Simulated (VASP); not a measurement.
Wanted: the native input for a VASP 6.6.1 run.

| Item | Value |
| --- | --- |
| Task | single point |
| Functional | PBE |
| Potentials or basis | VASP PAW PBE potentials, release 64 (S, H, C, O) |
| Cutoff | 520 eV |
| k mesh | 1 × 1 × 1 |
| Occupations | fermi-dirac, width 0.05 eV |
| Spin | no spin polarisation |
| Dipole correction | no |
| Further INCAR settings | LREAL = Auto; ALGO = Normal; EDIFF = 1e-06; NBANDS = 68 |

The structure of H6CSO lies in POSCAR:

```
H6CSO
1.0
    7.9791120000      0.0000000000      0.0000000000
    0.0000000000      7.9791120000      0.0000000000
    0.0000000000      0.0000000000      7.9791120000
S H C O
4 24 4 4
Direct
    0.6837227000      0.2931779877      0.7060560122
   -0.0844329544      0.4157981490      0.2489500085
    0.6768547678      1.0827144675      0.2409917294
    0.0654960101      0.7503090569      0.9890448962
    0.6159958652      0.2216537379      0.5605761644
    0.6266737451      0.1539645013      0.7806006483
    0.0407062841      0.5106081980      0.2036066169
   -0.0240628280      0.3377568832      0.3851180432
    0.7554474734      0.9507072968      0.3033044279
    0.8008660613      1.1493885535      0.1645045213
    0.1298515424      0.6149556492      0.8937711364
    0.2011878013      0.8542178628      0.9848589668
    0.5321519487      0.7860774482      1.0232466971
    0.4958947813      0.4663802188      0.9051508489
    0.6725936420      0.6561507095      0.8777919147
    0.5038781258      0.7710005825      0.8044378873
    0.1865245155      0.1082075299      0.1909485667
    0.4387204992      0.0096877948      0.0442279793
    0.3674093057      0.2493886538      0.1495153847
    0.1771375060      0.2593521685      0.0299030769
    1.0747937866      0.6072354919      0.6248189022
    0.9712358969      0.9182726098      0.5136661824
    0.9210548743      0.7314473089      0.7090137349
    0.8843590615      0.6115467486      0.5137037806
    0.2679621492      0.0688923780      0.6694228631
   -0.0200899549      0.1358547167      0.6667784586
    0.2941806056      0.2589761868      0.5185414116
    0.2251503676      0.2810337792      0.7225741411
    0.5484319558      0.7014815684      0.9200522564
    0.2680373455      0.1710215372      0.0952361616
    0.9709225789      0.6798250231      0.5897022125
    0.2163649288      0.1895699672      0.6196052894
    0.4518171947      0.5623182129      0.9663857331
    0.3387845665      0.0416337056     -0.0112794506
    1.0277208792      0.8122207083      0.4839260309
    0.0448546154      0.1679510201      0.5628195218
```

One way to write it, as run:

INCAR

```
SYSTEM = H6CSO
ALGO = Normal
EDIFF = 1E-6
ENCUT = 520
GGA = PE
ISIF = 2
ISMEAR = -1
LASPH = .True.
LCHARG = .False.
LREAL = Auto
LWAVE = .False.
NBANDS = 68
NELM = 80
PREC = Accurate
SIGMA = 0.05
```

KPOINTS

```
k-points
0
Gamma
  1 1 1
  0 0 0
```

Potentials or basis: VASP PAW PBE potentials, release 64 (S, H, C, O).

Launch:

```bash
$ cat potpaw_PBE.64/S/POTCAR potpaw_PBE.64/H/POTCAR potpaw_PBE.64/C/POTCAR potpaw_PBE.64/O/POTCAR > POTCAR
$ mpirun -np 1 vasp_gam > vasp.out
```

Results of the run:

```json
{
  "Pressure": "1.0 GPa",
  "Largest force": "2.850 eV/Å",
  "Band gap on the k mesh": "3.78 eV"
}
```

Caveat: the k points lie up to 0.79 Å⁻¹ apart; the atoms stand as in a frame of molecular dynamics.

It took 74 s on 1 thread of Intel(R) Xeon(R) Platinum 8259CL CPU @ 2.50GHz (Skylake/Cascade Lake), with other jobs on the host, peak memory 0.46 GiB.
